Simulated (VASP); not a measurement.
Zn4S3O: relaxation of cell and atoms with PBE

The system is Zn4S3O.

```
CELL_PARAMETERS angstrom
-2.62258 2.62258 5.19954
2.62258 -2.62258 5.19954
2.62258 2.62258 -5.19954
ATOMIC_POSITIONS crystal
Zn 0.66160 0.66160 0.55284
Zn 0.89124 0.33841 0.00000
Zn 0.10876 0.10876 0.44716
Zn 0.33841 0.89124 0.00000
S 0.25000 0.75000 0.50000
S 0.50000 0.50000 0.00000
S 0.75000 0.25000 0.50000
O 0.00000 0.00000 0.00000
```

```yaml
Program: VASP 6.6.1
Task: relaxation of cell and atoms
Functional: PBE
Potentials_or_basis: VASP PAW PBE potentials, release 64 (Zn, S, O)
Cutoff: 600 eV
k_mesh: 8 × 8 × 8
Occupations: gaussian, width 0.02 eV
Spin: no spin polarisation
Dipole_correction: no
Further_INCAR_settings: ALGO = Normal; EDIFF = 1e-06; IBRION = 2; EDIFFG = -0.01; NSW = 100; ISIF = 3
```

* Relaxed volume: 17.93 Å³/atom
* Relaxed cell: a = 6.394 Å, b = 6.394 Å, c = 6.394 Å, α = 131.52°, β = 131.52°, γ = 70.99°
* Space group after relaxing (to 0.1 Å): I-42m (No. 121)
* Energy gained by relaxing: 0.0 meV/atom
* Ionic steps: 6
* Pressure after relaxing: 0.0 GPa
* Largest force after relaxing: 0.005 eV/Å
* Band gap on the k mesh: 1.34 eV

Forces in eV/Å, atoms in the order of the input:
```
Zn  -0.003 -0.003 -0.003
Zn   0.003 -0.003  0.003
Zn   0.003  0.003 -0.003
Zn  -0.003  0.003  0.003
S    0.000  0.000  0.000
S    0.000  0.000  0.000
S    0.000  0.000  0.000
O    0.000  0.000  0.000
```

Step by step:
```csv
step,energy change (eV),largest force (eV/Å),pressure (GPa),volume (Å³)
1,0.0000,0.0219,0.22,143.05
2,-0.0003,0.0101,-0.09,143.56
3,-0.0003,0.0124,0.03,143.46
4,-0.0003,0.0116,-0.04,143.50
5,-0.0003,0.0131,0.01,143.49
6,-0.0004,0.0055,0.01,143.48
```

Final structure:
```yaml
crystal:
  lattice:
    - [-2.62504, 2.62504, 5.20533]
    - [2.62504, -2.62504, 5.20533]
    - [2.62504, 2.62504, -5.20533]
  atoms:
    - { symbol: Zn, position: [0.66136, 0.66136, 0.55254] }
    - { symbol: Zn, position: [0.89119, 0.33864, 0.00000] }
    - { symbol: Zn, position: [0.10881, 0.10881, 0.44746] }
    - { symbol: Zn, position: [0.33864, 0.89119, 0.00000] }
    - { symbol: S, position: [0.25000, 0.75000, 0.50000] }
    - { symbol: S, position: [0.50000, 0.50000, 0.00000] }
    - { symbol: S, position: [0.75000, 0.25000, 0.50000] }
    - { symbol: O, position: [0.00000, 0.00000, 0.00000] }
```

Levels at points of the mesh, in eV from the valence-band top:
```csv
k point,band 33,band 34,band 35,band 36,band 37,band 38,band 39,band 40
"(0.00, 0.00, 0.00)",-2.03,-0.04,-0.04,0.00,1.34,3.84,4.58,5.34
"(0.50, 0.00, 0.00)",-1.42,-1.37,-1.18,-0.47,4.06,4.30,5.00,5.60
"(0.50, 0.50, 0.00)",-0.77,-0.52,-0.50,-0.43,2.50,4.26,5.14,5.43
"(0.50, 0.50, 0.50)",-1.31,-1.31,-0.79,-0.79,3.22,3.60,4.37,4.47
```

Wall time 51 min on 1 thread of Oxide Virtual Turin-like Processor (shared host), peak memory 0.63 GiB.

A k mesh can miss the band edges.
